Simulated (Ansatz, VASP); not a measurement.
**One calculation of NaH, two programs**

```
Na H
1.0
     0.00000    2.44000    2.44000
     2.44000    0.00000    2.44000
     2.44000    2.44000    0.00000
Na H
1 1
Direct
  0.00000 0.00000 0.00000
  0.50000 0.50000 0.50000
```

Alike in both runs: task single point; functional PBEsol; k mesh 9 × 9 × 9; occupations fermi-dirac, width 0.03 eV; no spin polarisation.

```csv
,VASP,Ansatz
version,VASP 6.6.1,Ansatz 0.2.0
potentials or method,"VASP PAW PBE potentials, release 64 (Na_pv, H), cutoff 520 eV","all-electron LAPW, scalar-relativistic"
```

```csv
,VASP,Ansatz,Ansatz less VASP
gap on the k mesh at the Fermi level (eV),3.82,3.82,+0.002
pressure (GPa),-1.2,-1.2,+0.01
```

VASP's potentials were made for PBE, not for PBEsol. Ansatz ran all-electron here, and VASP with PAW potentials.
